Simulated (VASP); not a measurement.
Runs of VASP 6.6.1 on HgTe. The structure is that of space group F-43m (No. 216), or close to it. The cells are those of the table. 

| task | cell | cutoff (eV) | gap on the mesh (eV) | pressure (GPa) |
| --- | --- | --- | --- | --- |
| single point | a = 4.657 Å, angles 60.0°, 2 atoms | 520 | none | 1.1 |
| single point | a = 4.751 Å, angles 60.0°, 2 atoms | 520 | none | -0.9 |
| single point | a = 4.797 Å, angles 60.0°, 2 atoms | 520 | none | (a) |
| single point | a = 4.608 Å, angles 60.0°, 2 atoms | 520 | none | 2.5 |
| relaxation of cell and atoms | relaxed from a = 4.546 Å, angles 60.0°, 2 atoms | 600 | none | 0.0 |

Alike in all rows: level PBE; potentials or basis VASP PAW PBE potentials, release 64 (Hg, Te); no spin polarisation; k mesh 12 × 12 × 12; smearing gaussian 0.1 eV.

**Question.** Fill in the values left out.

**Answer.** (a) -1.7.

Caveats: semilocal functionals underestimate gaps, and a narrow one can read as zero; spin-orbit coupling is left out, which moves the levels of the heavy elements.

A k mesh can miss the band edges, and the runs leave out spin-orbit coupling on Hg, Te.

A gap of «none» marks levels without a gap at the run's occupations.
